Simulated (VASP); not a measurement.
A run of VASP 6.6.1 is set up as follows.

File INCAR:

```
ALGO = Normal
EDIFF = 1E-6
ENCUT = 1340
GGA = PS
GGA_COMPAT = False
ISIF = 2
ISMEAR = -1
LASPH = True
LCHARG = False
LREAL = False
LWAVE = False
NBANDS = 28
NELM = 120
PREC = Accurate
SIGMA = 0.05
```

File KPOINTS:

```
k-points
0
Gamma
  6 6 6
```

File POSCAR:

```
BaTiO3
1.0
    2.8839139406      1.6650284898      2.3183934932
   -2.8839139406      1.6650284898      2.3183934932
    0.0000000000     -3.3300569798      2.3183934932
Ba Ti O
1 1 3
Direct
    0.0000000000      0.0000000000      0.0000000000
    0.4845000000      0.4845000000      0.4845000000
    0.5086000000      0.0175000000      0.5086000000
    0.0175000000      0.5086000000      0.5086000000
    0.5086000000      0.5086000000      0.0175000000
```

Potentials or basis: VASP PAW PBE potentials, release 64 (Ba_sv, Ti_sv, O_h).

The run is started by

```console
$ cat potpaw_PBE.64/Ba_sv/POTCAR potpaw_PBE.64/Ti_sv/POTCAR potpaw_PBE.64/O_h/POTCAR > POTCAR
$ mpirun -np 1 vasp_std > vasp.out
```

(1) What does it give for the largest force?

(2) Estimate the pressure.

(3) What does it give for the band gap on the k mesh?

## Answers

(1) 0.243 eV/Å.

(2) -6.0 GPa.

(3) 2.23 eV (least direct gap 2.70 eV).

Caveat: the cell stands under tension; the PAW data sets were made with another functional, which shifts forces and pressure a little; spin-orbit coupling is left out, which moves the levels of the heavy elements.
